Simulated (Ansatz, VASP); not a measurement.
Sr2Yb: VASP beside Ansatz

```
CELL_PARAMETERS angstrom
0.00000 5.37331 5.37331
5.37331 0.00000 5.37331
5.37331 5.37331 0.00000
ATOMIC_POSITIONS crystal
Sr 0.62500 0.62500 0.62500
Sr 0.12500 0.62500 0.62500
Sr 0.62500 0.62500 0.12500
Sr 0.62500 0.12500 0.62500
Yb 0.00000 0.00000 0.00000
Yb 0.25000 0.25000 0.25000
```

Change from the starting cell: species swapped into the HfZn2 type (Fd-3m, No. 227).

Alike in both runs: functional PBE; k mesh 4 × 4 × 4; occupations gaussian, width 0.1 eV; no spin polarisation.

Ansatz relaxed the structure, and its values are those at the end. VASP's run is a single point on that final structure, the one shown.

```csv
,VASP,Ansatz
version,VASP 6.6.1,Ansatz 0.2.0
potentials or method,"VASP PAW PBE potentials, release 64 (Sr_sv, Yb), cutoff 520 eV","scalar-relativistic, plane waves, PAW"
valence electrons in the cell,88,88
```

VASP gave:

| Quantity | Value |
| --- | --- |
| gap on the k mesh at the Fermi level (eV) | none |
| pressure (GPa) | -0.1 |

**Question.** Estimate Ansatz's values.

**Answer.** gap on the k mesh at the Fermi level (eV): none; pressure (GPa): 0.0.

A gap of «none» marks a metal or a gap that the smearing closes. The functional is the same, so the differences come from potentials, cutoffs and numerics.

Spin-orbit coupling is off throughout.
